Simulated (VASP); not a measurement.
Set up this calculation in VASP 6.6.1, as the native input.

| Property | Result |
| --- | --- |
| Task | single point |
| Functional | PBEsol |
| Potentials or basis | VASP PAW PBE potentials, release 64 (Ta_pv) |
| Cutoff | 520 eV |
| k mesh | 14 × 14 × 4 |
| Occupations | fermi-dirac, width 0.1 eV |
| Spin | no spin polarisation |
| Dipole correction | no |
| Further INCAR settings | ALGO = Normal; EDIFF = 1e-07; NBANDS = 30 |

The structure of Ta lies in POSCAR:

```
Ta
1.0
    2.9729301208      0.0000000000      0.0000000000
   -1.4864650604      2.5746330083      0.0000000000
    0.0000000000      0.0000000000     10.2572965677
Ta
4
Direct
    0.0000000000      1.0000000000      1.0000000000
    1.0000000000      1.0000000000      0.5000000000
    0.3333333333      0.6666666667      0.2500000000
    0.6666666667      0.3333333333      0.7500000000
```

This isn't the form of Ta at room conditions, which is bcc.

These files were run (other wordings do the same):

INCAR

```
  PREC = Accurate
  ENCUT = 520
  EDIFF = 1E-7
  ISMEAR = -1
  SIGMA = 0.1
  LREAL = F
  LASPH = T
  NELM = 100
  ALGO = Normal
  ISIF = 2
  LWAVE = F
  LCHARG = F
  GGA = PS
  NBANDS = 30
```

KPOINTS

```
regular mesh
0
Gamma
  14 14 4
```

Potentials or basis: VASP PAW PBE potentials, release 64 (Ta_pv).

Run with:

```sh
$ cat potpaw_PBE.64/Ta_pv/POTCAR > POTCAR
$ mpirun -np 1 vasp_std > vasp.out
```

It gave:

```yaml
Pressure: -13.4 GPa
Band_gap_on_the_k_mesh: zero (bands 22 and 23 overlap by 1.03 eV)
```

Caveat: the cell stands under tension; the PAW data sets were made with another functional, which shifts forces and pressure a little; spin-orbit coupling is left out, which moves the levels of the heavy elements.

It took 64 s on 1 thread of Intel(R) Xeon(R) 6975P-C (Granite Rapids), with other jobs on the host, peak memory 0.27 GiB.
